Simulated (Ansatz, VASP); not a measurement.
## Ca in VASP and in Ansatz

INCAR

```
ALGO     = Normal         # electronic algorithm
EDIFF    = 1E-6           # SCF threshold, eV
EDIFFG   = -0.005         # ionic threshold
ENCUT    = 600            # plane-wave cutoff, eV
IBRION   = 2              # ionic algorithm
ISIF     = 3              # what is computed and relaxed
ISMEAR   = 0              # smearing method
LASPH    = T              # aspherical terms in the spheres
LCHARG   = F              # write CHGCAR
LREAL    = F              # projectors in reciprocal space
LWAVE    = F              # write WAVECAR
NELM     = 80             # most SCF steps
NSW      = 100            # ionic steps
PREC     = Accurate       # precision mode
SIGMA    = 0.1            # smearing width, eV
```

The input KPOINTS:

```
k-points
0
Gamma
  14 14 14
```

The input POSCAR:

```
Ca
1.0
    0.0000000000      2.6693801192      2.6693801192
    2.6693801192      0.0000000000      2.6693801192
    2.6693801192      2.6693801192      0.0000000000
Ca
1
Direct
    0.0000000000      0.0000000000      0.0000000000
```

Input for Ansatz:

```yaml
crystal:
  lattice:
    - [0.0, 2.6693801192, 2.6693801192]
    - [2.6693801192, 0.0, 2.6693801192]
    - [2.6693801192, 2.6693801192, 0.0]
  atoms:
    - { symbol: Ca, position: [0.0, 0.0, 0.0] }
basis:
  ecutwfc: 420
kpoints:
  mp_grid: { grid: [14, 14, 14] }
hamiltonian:
  xc: lda
scf:
  occupations: { method: gaussian, width: 0.1 }
output:
  forces: true
  stress: true
  eigenvalues: true
relax:
  adjacent_minimum: "off"
  f_tol: 0.005
  max_steps: 80
  cell: { stress_tol: 0.05 }
```

Alike in both runs: task relaxation of cell and atoms; functional LDA; k mesh 14 × 14 × 14; occupations gaussian, width 0.1 eV; no spin polarisation.

|  | VASP | Ansatz |
| --- | --- | --- |
| version | VASP 6.6.1 | Ansatz 0.2.0 |
| potentials or method | VASP PAW LDA potentials, release 64 (Ca_sv), cutoff 600 eV | scalar-relativistic, plane waves, PAW |
| valence electrons in the cell | 10 | 10 |

|  | VASP | Ansatz | Ansatz less VASP |
| --- | --- | --- | --- |
| gap on the k mesh at the Fermi level, each at its own relaxed structure (eV) | none | none | - |
| relaxed volume (Å³/atom) | 38.04 | 38.04 | 0.000 |
| relaxed cell length with the largest relative difference (Å) | 3.775 | 3.775 | 0.0000 |

LDA's correlation is that of Perdew and Zunger in VASP and of Perdew and Wang (1992) in Ansatz. A gap of «none» marks a metal or a gap that the smearing closes.

Noted on VASP's run: the relaxation stopped at its first step, so nothing moved.
